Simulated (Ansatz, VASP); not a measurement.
# Ru: VASP beside Ansatz

```
Ru
1.0
     0.00000    1.96610    1.96610
     1.96610    0.00000    1.96610
     1.96610    1.96610    0.00000
Ru
1
Direct
  0.00000 0.00000 0.00000
```

Alike in both runs: task single point; functional r2SCAN; k mesh 16 × 16 × 16; occupations fermi-dirac, width 0.1 eV; no spin polarisation.

```csv
,VASP,Ansatz
version,VASP 6.6.1,Ansatz 0.2.0
potentials or method,"VASP PAW PBE potentials, release 64 (Ru_pv), cutoff 520 eV","plane waves (500 eV) with PAW, scalar-relativistic"
valence electrons in the cell,14,16
```

|  | VASP | Ansatz | Ansatz less VASP |
| --- | --- | --- | --- |
| pressure (GPa) | -27.7 | -28.5 | -0.77 |

VASP's potentials were made for PBE, not for r2SCAN. With one functional, cell and mesh, what is left measures potentials, basis and numerics. VASP's potentials hold 14 valence electrons a cell and Ansatz's 16, so a difference there can come from the potentials and not from the codes.
